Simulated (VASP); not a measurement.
## W: single point with LDA

W:

```
W
1.0
    -1.56769    1.56769    1.56769
     1.56769   -1.56769    1.56769
     1.56769    1.56769   -1.56769
W
1
Direct
  0.00000 0.00000 0.00000
```

```json
{
 "Program": "VASP 6.6.1",
 "Task": "single point",
 "Functional": "LDA",
 "Potentials or basis": "VASP PAW LDA potentials, release 64 (W_sv)",
 "Cutoff": "520 eV",
 "k mesh": "14 × 14 × 14",
 "Occupations": "gaussian, width 0.03 eV",
 "Spin": "no spin polarisation"
}
```

```
Pressure               : 1.8 GPa
Band gap on the k mesh : zero (band 7 reaches 17.09 eV, above the bottom of band 8 at 10.43 eV)
```

Levels at points of the mesh, in eV from the Fermi level:
| k point | band 5 | band 6 | band 7 | band 8 | band 9 | band 10 |
| --- | --- | --- | --- | --- | --- | --- |
| (0.00, 0.00, 0.00) | -9.85 | -1.46 | -1.46 | -1.46 | 2.10 | 2.10 |
| (0.50, 0.00, 0.00) | -6.59 | -3.88 | 0.79 | 2.02 | 3.02 | 6.24 |
| (0.50, 0.50, 0.50) | -6.23 | -6.23 | 5.20 | 5.20 | 5.20 | 8.43 |

Run time: 9.7 s on 1 thread of AMD EPYC 9R45 96-Core Processor (Zen 5), on a shared host, peak memory 0.1 GiB.

Caveat: spin-orbit coupling is left out, which moves the levels of the heavy elements.
